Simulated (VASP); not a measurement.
# Re2Pd (Fm-3m) in VASP: further runs

Runs on Re2Pd. Level: PBE. Tasks: single point, relaxation of cell and atoms.

Program: VASP 6.6.1. These are calculated values, not measurements. Logs are shortened: lines on timing, memory, paths and dates and some standing lists are left out, and cuts for length are marked.

### Step 1. The cell of the first run

The structure is cubic, space group Fm-3m (No. 225). Conventional cell: a = 5.943 Å, b = 5.943 Å, c = 5.943 Å, α = 90.00°, β = 90.00°, γ = 90.00°. Within 3.4 Å of Re (site symmetry -43m) lie 4 Pd at 2.57 Å and 6 Re at 2.97 Å. Within 3.4 Å of Pd (site symmetry m-3m) lie 8 Re at 2.57 Å.

### Step 2. Single point, PBE

Contents of INCAR:

```
SYSTEM = Re2Pd
PREC     = Accurate       ! precision mode
ENCUT    = 520            ! plane-wave cutoff, eV
EDIFF    = 1E-6           ! SCF threshold, eV
ISMEAR   = 0              ! smearing method
SIGMA    = 0.1            ! smearing width, eV
LREAL    = .False.        ! projectors in reciprocal space
LASPH    = .True.         ! aspherical terms in the spheres
NELM     = 100            ! most SCF steps
ALGO     = Fast           ! electronic algorithm
ISIF     = 2              ! what is computed and relaxed
LWAVE    = .False.        ! write WAVECAR
LCHARG   = .False.        ! write CHGCAR
GGA      = PE             ! functional
NBANDS   = 19             ! bands
```

Contents of KPOINTS:

```
Automatic mesh
0
Gamma
  14 14 14
  0 0 0
```

Contents of POSCAR:

```
Re2Pd
1.0
    0.0000000000      2.9716152743      2.9716152743
    2.9716152743      0.0000000000      2.9716152743
    2.9716152743      2.9716152743      0.0000000000
Re Pd
2 1
Direct
    0.2500000000      0.2500000000      0.2500000000
    0.7500000000      0.7500000000      0.7500000000
    0.0000000000      0.0000000000      0.0000000000
```

Potentials or basis: VASP PAW PBE potentials, release 64 (Re, Pd).

On the command line:

```sh
cat potpaw_PBE.64/Re/POTCAR potpaw_PBE.64/Pd/POTCAR > POTCAR
mpirun -np 1 vasp_std > vasp.out
```

OUTCAR:

```text
SYSTEM = Re2Pd
   PREC = Accurate
   ENCUT = 520
   EDIFF = 1E-6
   ISMEAR = 0
   LREAL = .False.
   LASPH = .True.
   NELM = 100
   ISIF = 2
   GGA = PE

 ion  position               nearest neighbor table
   1  0.250  0.250  0.250-   3 2.57   3 2.57   3 2.57   3 2.57   2 2.97   2 2.97   2 2.97   2 2.97
                             2 2.97   2 2.97
   2  0.750  0.750  0.750-   3 2.57   3 2.57   3 2.57   3 2.57   1 2.97   1 2.97   1 2.97   1 2.97
                             1 2.97   1 2.97
   3  0.000  0.000  0.000-   2 2.57   2 2.57   2 2.57   1 2.57   2 2.57   1 2.57   1 2.57   1 2.57

  LATTYP: Found a face centered cubic cell.
 ALAT       =     5.9432305486

  Lattice vectors:

 A1 = (   0.0000000000,   2.9716152743,   2.9716152743)
 A2 = (   2.9716152743,   0.0000000000,   2.9716152743)
 A3 = (   2.9716152743,   2.9716152743,   0.0000000000)

Analysis of symmetry for initial positions (statically):
=====================================================================
 Subroutine PRICEL returns:
 Original cell was already a primitive cell.

 Routine SETGRP: Setting up the symmetry group for a
 face centered cubic supercell.

 Subroutine GETGRP returns: Found 48 space group operations
 (whereof 48 operations were pure point group operations)
 out of a pool of 48 trial point group operations.

The static configuration has the point symmetry O_h .

Analysis of symmetry for dynamics (positions and initial velocities):
=====================================================================
 Subroutine PRICEL returns:
 Original cell was already a primitive cell.

 Routine SETGRP: Setting up the symmetry group for a
 face centered cubic supercell.

 Subroutine GETGRP returns: Found 48 space group operations
 (whereof 48 operations were pure point group operations)
 out of a pool of 48 trial point group operations.

The dynamic configuration has the point symmetry O_h .

 Subroutine INISYM returns: Found 48 space group operations
 (whereof 48 operations are pure point group operations),
 and found     1 'primitive' translations

----------------------------------------------------------------------------------------

                                     Primitive cell

  volume of cell :      52.4817

  direct lattice vectors                    reciprocal lattice vectors
     0.000000000  2.971615274  2.971615274    -0.168258659  0.168258659  0.168258659
     2.971615274  0.000000000  2.971615274     0.168258659 -0.168258659  0.168258659
     2.971615274  2.971615274  0.000000000     0.168258659  0.168258659 -0.168258659

  length of vectors
     4.202498623  4.202498623  4.202498623     0.291432546  0.291432546  0.291432546

  position of ions in fractional coordinates (direct lattice)
     0.250000000  0.250000000  0.250000000
     0.750000000  0.750000000  0.750000000
     0.000000000  0.000000000  0.000000000

  ion indices of the primitive-cell ions
   primitive index   ion index
                 1           1
                 2           2
                 3           3

----------------------------------------------------------------------------------------

 KPOINTS: Automatic mesh

Automatic generation of k-mesh.
 Grid dimensions read from file:
 generate k-points for:   14   14   14

 Generating k-lattice:

  Cartesian coordinates                     Fractional coordinates (reciprocal lattice)
    -0.012018476  0.012018476  0.012018476     0.071428571  0.000000000  0.000000000
     0.012018476 -0.012018476  0.012018476     0.000000000  0.071428571  0.000000000
     0.012018476  0.012018476 -0.012018476     0.000000000  0.000000000  0.071428571

  Length of vectors
     0.020816610  0.020816610  0.020816610

  Shift w.r.t. Gamma in fractional coordinates (k-lattice)
     0.000000000  0.000000000  0.000000000

 Subroutine IBZKPT returns following result:
 ===========================================

 Found    104 irreducible k-points:

 Following reciprocal coordinates:
            Coordinates               Weight
  0.000000  0.000000  0.000000      1.000000
  0.071429  0.000000  0.000000      8.000000
  0.142857  0.000000  0.000000      8.000000
  0.214286  0.000000  0.000000      8.000000
  0.285714  0.000000  0.000000      8.000000
  0.357143  0.000000  0.000000      8.000000
[... 16 lines left out ...]
  0.214286  0.142857  0.000000     24.000000
  0.285714  0.142857  0.000000     24.000000
 [... further k-points ...]
   k-points           NKPTS =    104   k-points in BZ     NKDIM =    104   number of bands    NBANDS=     19
   number of dos      NEDOS =    301   number of ions     NIONS =      3
   total plane-waves  NPLWV =  32768
   dimension x,y,z NGX =    32 NGY =   32 NGZ =   32
   dimension x,y,z NGXF=    64 NGYF=   64 NGZF=   64
   ions per type =               2   1
   NGX,Y,Z   is equivalent  to a cutoff of  12.66, 12.66, 12.66 a.u.
   NGXF,Y,Z  is equivalent  to a cutoff of  25.32, 25.32, 25.32 a.u.
 SYSTEM =  Re2Pd
   PREC   = accura    normal or accurate (medium, high low for compatibility)
   ISTART =      0    job   : 0-new  1-cont  2-samecut
   ICHARG =      2    charge: 1-file 2-atom 10-const
   ISPIN  =      1    spin polarized calculation?
   LNONCOLLINEAR =      F non collinear calculations
   LSORBIT =      F    spin-orbit coupling
   LASPH  =      T    aspherical Exc in radial PAW
   ENCUT  =  520.0 eV  38.22 Ry    6.18 a.u.   7.81  7.81  7.81*2*pi/ulx,y,z
   NELM   =    100;   NELMIN=  2; NELMDL= -5     # of ELM steps
   EDIFF  = 0.1E-05   stopping-criterion for ELM
   LREAL  =      F    real-space projection
   EDIFFG = 0.1E-04   stopping-criterion for IOM
   NSW    =      0    number of steps for IOM
   IBRION =     -1    ionic relax: 0-MD 1-quasi-New 2-CG
   NFREE  =      0    steps in history (QN), initial steepest desc. (CG)
   ISIF   =      2    stress and relaxation
   ISYM   =      2    0-nonsym 1-usesym 2-fastsym
   POTIM  = 0.5000    time-step for ionic-motion
   TEBEG  =    0.0;   TEEND  =   0.0 temperature during run
   PSTRESS=    0.0 pullay stress
   NELECT =      24.0000    total number of electrons
   NUPDOWN=      -1.0000    fix difference up-down
   EMIN   =  10.00;   EMAX   =-10.00  energy-range for DOS
   EFERMI =   0.00;   METHOD = LEGACY
   ISMEAR =     0;   SIGMA  =   0.10  broadening in eV -4-tet -1-fermi 0-gaus
   EFERMI_NEDOS =   21; number of points for ismear=-14 and -15
   IALGO  =     68    algorithm
   IMIX   =      4    mixing-type and parameters
     AMIX     =   0.40;   BMIX     =  1.00
     AMIX_MAG =   1.60;   BMIX_MAG =  1.00
  volume/ion in A,a.u.               =      17.49       118.05
  Fermi-wavevector in a.u.,A,eV,Ry     =   1.261274  2.383462 21.644301  1.590811
  Thomas-Fermi vector in A             =   2.394741
   LORBIT       =      0    0 simple, 1 ext, 2 COOP (PROOUT), +10 PAW based schemes
   GGA     = PE    functional components
   LHFCALC =     F    Hartree Fock is set to
   AEXX    =    0.0000 exact exchange contribution
   IVDW    =     0    specifies the selected vdW correction
   LEPSILON=     F    determine dielectric tensor
   LRPA    =     F    only Hartree local field effects (RPA)
 non-spin polarized calculation
 RMM-DIIS sequential band-by-band and
 Gauss-broadening in eV      SIGMA  =   0.10
  energy-cutoff  :      520.00
  volume of cell :       52.48
 maximum number of plane-waves:      1428
   NGX = 15   NGY = 15   NGZ = 15

 number of electron      24.0000001 magnetization

 Free energy of the ion-electron system (eV)
  ---------------------------------------------------
  ext. energy  EPLUGINS =         0.00000000
  ---------------------------------------------------
  free energy    TOTEN  =       -26.10862180 eV

  energy without entropy =      -26.08468986  energy(sigma->0) =      -26.09665583

 E-fermi :   7.0770     XC(G=0): -12.4242

 val. band max:        7.0766412727   @ k =   0.4286   0.2857   0.1429
 cond. band min:       7.0784778429   @ k =   0.3571   0.3571   0.0000
 fundamental gap:      0.0018365702
 Fermi energy:         7.0769501694

 k-point     1 :       0.0000    0.0000    0.0000
  band No.  band energies     occupation
      1      -1.4122      2.00000
      2       1.2382      2.00000
      3       1.2382      2.00000
      4       2.3467      2.00000
      5       2.3467      2.00000
      6       2.3467      2.00000
[... 11 lines left out ...]
     18      15.7911      0.00000
     19      15.7924      0.00000

 k-point     2 :       0.0714    0.0000    0.0000
  band No.  band energies     occupation
      1      -1.3246      2.00000
      2       1.2742      2.00000
      3       1.2742      2.00000
      4       2.2754      2.00000
      5       2.3200      2.00000
      6       2.3200      2.00000
[... 11 lines left out ...]
     18      15.2953      0.00000
     19      15.8581      0.00000

 k-point     3 :       0.1429    0.0000    0.0000
  band No.  band energies     occupation
      1      -1.0671      2.00000
      2       1.3793      2.00000
      3       1.3793      2.00000
      4       2.1245      2.00000
      5       2.2523      2.00000
      6       2.2523      2.00000
[... 11 lines left out ...]
     18      15.5850      0.00000
     19      16.0272      0.00000

 k-point     4 :       0.2143    0.0000    0.0000
  band No.  band energies     occupation
      1      -0.6575      2.00000
      2       1.5433      2.00000
      3       1.5433      2.00000
      4       1.9891      2.00000
      5       2.1671      2.00000
      6       2.1671      2.00000
[... 407 lines left out ...]
     18      14.7722      0.00000
     19      15.3572      0.00000

 k-point    23 :       0.2143    0.1429    0.0000
  band No.  band energies     occupation
      1      -0.6643      2.00000
      2       1.4622      2.00000
      3       1.5794      2.00000
      4       2.0014      2.00000
      5       2.1217      2.00000
      6       2.1244      2.00000
[... 11 lines left out ...]
     18      14.2368      0.00000
     19      15.0805      0.00000

 k-point    24 :       0.2857    0.1429    0.0000
  band No.  band energies     occupation
      1      -0.2388      2.00000
      2       1.5736      2.00000
      3       1.7627      2.00000
      4       1.8629      2.00000
      5       2.0536      2.00000
      6       2.0701      2.00000
[... 11 lines left out ...]
     18      14.1523      0.00000
     19      14.6148      0.00000

 [... further k-points ...]

------------------------ aborting loop because EDIFF is reached ----------------------------------------

  FORCE on cell =-STRESS in cart. coord.  units (eV):
  Direction    XX          YY          ZZ          XY          YZ          ZX
  --------------------------------------------------------------------------------------
  -------------------------------------------------------------------------------------
  Total       -0.3196283     -0.3196283     -0.3196283     -0.0000000     -0.0000000      0.0000000
  in kB       -9.7577149     -9.7577149     -9.7577149     -0.0000000     -0.0000000      0.0000000
  external PRESSURE =      -9.7577149 kB  Pullay stress =       0.0000000 kB

 VOLUME and BASIS-vectors are now :
 -----------------------------------------------------------------------------
  energy-cutoff  :      520.00
  volume of cell :       52.48
      direct lattice vectors                 reciprocal lattice vectors
     0.000000000  2.971615274  2.971615274    -0.168258659  0.168258659  0.168258659
     2.971615274  0.000000000  2.971615274     0.168258659 -0.168258659  0.168258659
     2.971615274  2.971615274  0.000000000     0.168258659  0.168258659 -0.168258659

 POSITION                                       TOTAL-FORCE (eV/Angst)
 -----------------------------------------------------------------------------------
      1.48581      1.48581      1.48581        -0.000000     -0.000000     -0.000000
      4.45742      4.45742      4.45742         0.000000      0.000000      0.000000
      0.00000      0.00000      0.00000        -0.000000      0.000000      0.000000
 -----------------------------------------------------------------------------------
    total drift:                                0.000000     -0.000000      0.000000

  FREE ENERGIE OF THE ION-ELECTRON SYSTEM (eV)
  ---------------------------------------------------
  free  energy   TOTEN  =       -26.1086218042 eV

  energy  without entropy=      -26.0846898647  energy(sigma->0) =      -26.09665583
```

Run time: 3 min. Hardware: 1 thread of Intel Xeon 8259CL, shared host; peak memory 0.26 GiB.

Results:

```yaml
Free_energy: -26.1086 eV
Pressure: -1.0 GPa
Band_gap_on_the_k_mesh: zero (bands 12 and 13 overlap by 2.10 eV)
```

Levels at points of the mesh, in eV from the Fermi level:
```tsv
k point	band 10	band 11	band 12	band 13	band 14	band 15
(0.00, 0.00, 0.00)	-0.85	-0.85	1.79	1.79	1.79	2.95
(0.50, 0.00, 0.00)	-0.85	-0.85	-0.70	-0.16	-0.16	0.97
(0.50, 0.50, 0.00)	-0.83	-0.57	0.12	1.28	1.47	1.47
```

Caveat: spin-orbit coupling is left out, which moves the levels of the heavy elements.

### Step 3. Relaxation of cell and atoms, PBE

This run uses another cell than the first one, of 17.46 Å³/atom.

Contents of INCAR:

```
SYSTEM = Re2Pd
  PREC = Accurate
  ENCUT = 600
  EDIFF = 1E-6
  ISMEAR = 0
  SIGMA = 0.1
  LREAL = .FALSE.
  LASPH = .TRUE.
  NELM = 80
  ALGO = Fast
  ISIF = 3
  LWAVE = .FALSE.
  LCHARG = .FALSE.
  GGA = PE
  IBRION = 2
  NSW = 100
  EDIFFG = -0.01
```

Contents of KPOINTS:

```
regular mesh
0
G
  14 14 14
  0 0 0
```

Contents of POSCAR:

```
Re2Pd
1.0
    0.0000000000      2.9696239689      2.9696239689
    2.9696239689      0.0000000000      2.9696239689
    2.9696239689      2.9696239689      0.0000000000
Re Pd
2 1
Direct
    0.2500000000      0.2500000000      0.2500000000
    0.7500000000      0.7500000000      0.7500000000
    0.0000000000      0.0000000000      0.0000000000
```

Potentials or basis: VASP PAW PBE potentials, release 64 (Re, Pd).

On the command line:

```sh
cat potpaw_PBE.64/Re/POTCAR potpaw_PBE.64/Pd/POTCAR > POTCAR
mpirun -np 1 vasp_std > vasp.out
```

Run time: 8 min. Hardware: 1 thread of Intel Xeon 8259CL, shared host; peak memory 0.3 GiB.

Results (log left out):

| Quantity | Value |
| --- | --- |
| Free energy | -26.1106 eV |
| Relaxed volume | 17.43 Å³/atom |
| Relaxed cell | a = 4.197 Å, b = 4.197 Å, c = 4.197 Å, α = 60.00°, β = 60.00°, γ = 60.00° |
| Space group after relaxing (to 0.1 Å) | Fm-3m (No. 225) |
| Energy gained by relaxing | 0.0 meV/atom |
| Ionic steps | 3 |
| Pressure after relaxing | 0.0 GPa |
| Band gap on the k mesh | zero (bands 12 and 13 overlap by 2.11 eV) |

The path:
| step | energy change (eV) | largest force (eV/Å) | pressure (GPa) | volume (Å³) |
| --- | --- | --- | --- | --- |
| 1 | 0.0000 | 0.0000 | -0.38 | 52.38 |
| 2 | 0.0006 | 0.0000 | 1.01 | 52.06 |
| 3 | -0.0001 | 0.0000 | -0.03 | 52.29 |

Final structure:
```
Re Pd
1.0
     0.00000    2.96793    2.96793
     2.96793    0.00000    2.96793
     2.96793    2.96793    0.00000
Re Pd
2 1
Cartesian
  1.4840 1.4840 1.4840
  4.4519 4.4519 4.4519
  0.0000 0.0000 0.0000
```

Levels at points of the mesh, in eV from the Fermi level:
| k point | band 8 | band 9 | band 10 | band 11 | band 12 | band 13 | band 14 | band 15 | band 16 |
| --- | --- | --- | --- | --- | --- | --- | --- | --- | --- |
| (0.00, 0.00, 0.00) | -3.52 | -3.52 | -0.85 | -0.85 | 1.80 | 1.80 | 1.80 | 2.96 | 2.96 |
| (0.50, 0.00, 0.00) | -2.16 | -2.16 | -0.85 | -0.85 | -0.71 | -0.15 | -0.15 | 0.98 | 0.98 |
| (0.50, 0.50, 0.00) | -3.25 | -0.84 | -0.84 | -0.57 | 0.12 | 1.29 | 1.48 | 1.50 | 1.86 |

Caveat: spin-orbit coupling is left out, which moves the levels of the heavy elements.
